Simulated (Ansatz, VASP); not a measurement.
Two plane-wave programs on Ni3Pt

```xyz
4
Lattice="3.7641 0.0000 0.0000 0.0000 3.7641 0.0000 0.0000 0.0000 3.7641" Properties=species:S:1:pos:R:3 pbc="T T T"
Ni    1.8821    0.0000    1.8821
Ni    0.0000    1.8821    1.8821
Ni    1.8821    1.8821    0.0000
Pt    0.0000    0.0000    0.0000
```

Change from the starting cell: volume scaled by 1.12, PAW files.

Alike in both runs: task single point; functional LDA; k mesh 9 × 9 × 9; occupations fermi-dirac, width 0.05 eV; collinear spin.

```csv
,VASP,Ansatz
version,VASP 6.6.1,Ansatz 0.2.0
potentials or method,"VASP PAW LDA potentials, release 64 (Ni, Pt)","PAW with Ansatz's default frozen-core files, scalar-relativistic"
plane-wave cutoff (eV),520,420
valence electrons in the cell,40,72
```

```csv
,VASP,Ansatz,Ansatz less VASP
pressure (GPa),-28.2,-28.6,-0.40
net moment per atom (μB),0.59,0.61,+0.015
size of the moment on the site where the two differ most (μB),0.69,0.73,+0.038
```

LDA's correlation is that of Perdew and Zunger in VASP and of Perdew and Wang (1992) in Ansatz. Site moments also hang on the region over which each program counts them. Both programs put the cell under strong tension, so it lies far from rest at this level. VASP's potentials hold 40 valence electrons a cell and Ansatz's 72, so a difference there can come from the potentials and not from the codes.

Spin-orbit coupling is off throughout.
